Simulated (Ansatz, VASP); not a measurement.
## Two plane-wave programs on HgTe

The input INCAR:

```
SYSTEM = HgTe
ALGO = Normal
EDIFF = 1E-6
ENCUT = 520
ISIF = 2
ISMEAR = 0
LASPH = .TRUE.
LCHARG = .FALSE.
LREAL = .FALSE.
LWAVE = .FALSE.
NBANDS = 16
NELM = 60
PREC = Accurate
SIGMA = 0.15
```

The input KPOINTS:

```
k-points
0
G
  18 18 18
  0 0 0
```

Contents of POSCAR:

```
HgTe
1.0
   -2.8660221527      2.8660221527      1.7609531926
    2.8660221527     -2.8660221527      1.7609531926
    2.8660221527      2.8660221527     -1.7609531926
Hg Te
1 1
Direct
    0.2500000000      0.7500000000      0.5000000000
    0.0000000000      0.0000000000      0.0000000000
```

Input for Ansatz:

```yaml
crystal:
  lattice:
    - [-2.8660221527, 2.8660221527, 1.7609531926]
    - [2.8660221527, -2.8660221527, 1.7609531926]
    - [2.8660221527, 2.8660221527, -1.7609531926]
  atoms:
    - { symbol: Hg, position: [0.25, 0.75, 0.5] }
    - { symbol: Te, position: [0.0, 0.0, 0.0] }
basis:
  ecutwfc: 420
kpoints:
  mp_grid: { grid: [18, 18, 18] }
hamiltonian:
  xc: lda
scf:
  occupations: { method: gaussian, width: 0.15 }
output:
  forces: true
  stress: true
  eigenvalues: true
```

Alike in both runs: task single point; functional LDA; k mesh 18 × 18 × 18; occupations gaussian, width 0.15 eV; no spin polarisation.

```csv
,VASP,Ansatz
version,VASP 6.6.1,Ansatz 0.2.0
potentials or method,"VASP PAW LDA potentials, release 64 (Hg, Te), cutoff 520 eV","scalar-relativistic, plane waves, PAW"
valence electrons in the cell,18,36
```

VASP gave:

```
gap on the k mesh at the Fermi level (eV)                     : none
pressure (GPa)                                                : -4.2
traceless stress, the component that is largest in VASP (GPa) : -0.99
```

Problem. Estimate Ansatz's values.

Solution. gap on the k mesh at the Fermi level (eV): none; pressure (GPa): -4.5; traceless stress, the component that is largest in VASP (GPa): -0.92.

LDA's correlation is that of Perdew and Zunger in VASP and of Perdew and Wang (1992) in Ansatz. A gap of «none» marks a metal or a gap that the smearing closes. VASP's potentials hold 18 valence electrons a cell and Ansatz's 36, so a difference there can come from the potentials and not from the codes.

Spin-orbit coupling is off throughout.
